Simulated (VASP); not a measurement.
# Cr: relaxation of cell and atoms with PBEsol

Crystal: Cr.

```
Cr
1.0
    -1.48445    1.48445    1.48445
     1.48445   -1.48445    1.48445
     1.48445    1.48445   -1.48445
Cr
1
Direct
  0.00000 0.00000 0.00000
```

| Item | Value |
| --- | --- |
| Program | VASP 6.6.1 |
| Task | relaxation of cell and atoms |
| Functional | PBEsol |
| Potentials or basis | VASP PAW PBE potentials, release 64 (Cr_pv) |
| Cutoff | 600 eV |
| k mesh | 12 × 12 × 12 |
| Occupations | fermi-dirac, width 0.05 eV |
| Spin | collinear spin, ferromagnetic start |
| Starting moments | [3.0] μB |
| Target pressure | 2 GPa |
| Dipole correction | no |
| Further INCAR settings | ALGO = Normal; EDIFF = 1e-07; IBRION = 2; EDIFFG = -0.01; NSW = 60; ISIF = 3 |

```
Relaxed volume                                             : 11.02 Å³/atom
Relaxed cell                                               : a = 2.428 Å, b = 2.428 Å, c = 2.428 Å, α = 109.47°, β = 109.47°, γ = 109.47°
Space group after relaxing (to 0.1 Å)                      : Im-3m (No. 229)
Energy change on relaxing (the run minimises the enthalpy) : -233.2 meV/atom
Ionic steps                                                : 5
Pressure after relaxing                                    : 2.0 GPa
Band gap on the k mesh                                     : zero (filled and empty bands overlap)
Net moment                                                 : 0.00 μB per cell
Valence electrons inside the program's atomic spheres      : Cr 11.16
```

Step by step:
```tsv
step	energy change (eV)	largest force (eV/Å)	pressure (GPa)	volume (Å³)
1	0.0000	0.0000	-32.57	13.08
2	0.6855	0.0000	140.34	8.43
3	-0.2332	0.0000	-1.84	11.18
4	-0.2336	0.0000	0.85	11.07
5	-0.2332	0.0000	2.01	11.02
```

Final structure:
```
CELL_PARAMETERS angstrom
-1.40207 1.40207 1.40207
1.40207 -1.40207 1.40207
1.40207 1.40207 -1.40207
ATOMIC_POSITIONS crystal
Cr 0.00000 0.00000 0.00000
```

Levels at points of the mesh, in eV from the Fermi level:
Spin up:
```tsv
k point	band 4	band 5	band 6	band 7	band 8	band 9
(0.00, 0.00, 0.00)	-8.04	-0.95	-0.95	-0.95	1.21	1.21
(0.50, 0.00, 0.00)	-4.68	-2.61	1.23	1.24	1.58	3.09
(0.50, 0.50, 0.50)	-4.63	-4.63	2.66	2.66	2.66	7.16
```
Spin down:
```csv
k point,band 4,band 5,band 6,band 7,band 8,band 9
"(0.00, 0.00, 0.00)",-8.04,-0.95,-0.95,-0.95,1.21,1.21
"(0.50, 0.00, 0.00)",-4.68,-2.61,1.23,1.24,1.58,3.09
"(0.50, 0.50, 0.50)",-4.63,-4.63,2.66,2.66,2.66,7.16
```

It took 92 s on 1 thread of Intel(R) Xeon(R) Platinum 8375C CPU @ 2.90GHz (Ice Lake), with other jobs on the host, peak memory 0.17 GiB.

Caveat: the cell is relaxed towards a set pressure, so the run minimises the enthalpy, not the energy; the volume moved by over 15 % at a fixed basis, so the end points are rough; an empty level that is flat over the whole mesh can mark a ghost state of the potentials, or a narrow d or f band; the PAW data sets were made with another functional, which shifts forces and pressure a little.
